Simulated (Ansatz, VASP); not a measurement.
Ge in VASP and in Ansatz

The input INCAR:

```
PREC = Accurate
ENCUT = 500
EDIFF = 1E-6
ISMEAR = 0
SIGMA = 0.02
LREAL = False
LASPH = True
NELM = 120
ALGO = Normal
ISIF = 2
LWAVE = False
LCHARG = False
GGA = PE
NBANDS = 21
GGA_COMPAT = False
```

The input KPOINTS:

```
regular mesh
0
Gamma
  6 6 6
```

Contents of POSCAR:

```
Ge
1.0
    0.0000000000      2.8289100000      2.9137773000
    2.8289100000      0.0000000000      2.9137773000
    2.8289100000      2.8289100000      0.0000000000
Ge
2
Direct
    0.0000000000      0.0000000000      0.0000000000
    0.2500000000      0.2500000000      0.2500000000
```

Input for Ansatz:

```yaml
crystal:
  lattice:
    - [0.0, 2.82891, 2.9137773]
    - [2.82891, 0.0, 2.9137773]
    - [2.82891, 2.82891, 0.0]
  atoms:
    - { symbol: Ge, position: [0.0, 0.0, 0.0] }
    - { symbol: Ge, position: [0.25, 0.25, 0.25] }
basis:
  ecutwfc: 550.0
kpoints:
  mp_grid:
    grid: [6, 6, 6]
hamiltonian:
  xc: pbe
  pseudopotentials:
    kind: paw
scf:
  occupations:
    method: gaussian
    width: 0.02
output:
  stress: true
```

Alike in both runs: task single point; functional PBE; k mesh 6 × 6 × 6; occupations gaussian, width 0.02 eV; no spin polarisation.

```csv
,VASP,Ansatz
version,VASP 6.6.1,Ansatz 0.2.0
potentials or method,"VASP PAW PBE potentials, release 64 (Ge_d), cutoff 500 eV","plane waves, PAW"
valence electrons in the cell,28,28
```

```csv
,VASP,Ansatz,Ansatz less VASP
pressure (GPa),1.6,1.7,+0.14
"traceless stress, the component that is largest in VASP (GPa)",-1.34,-1.33,+0.010
```
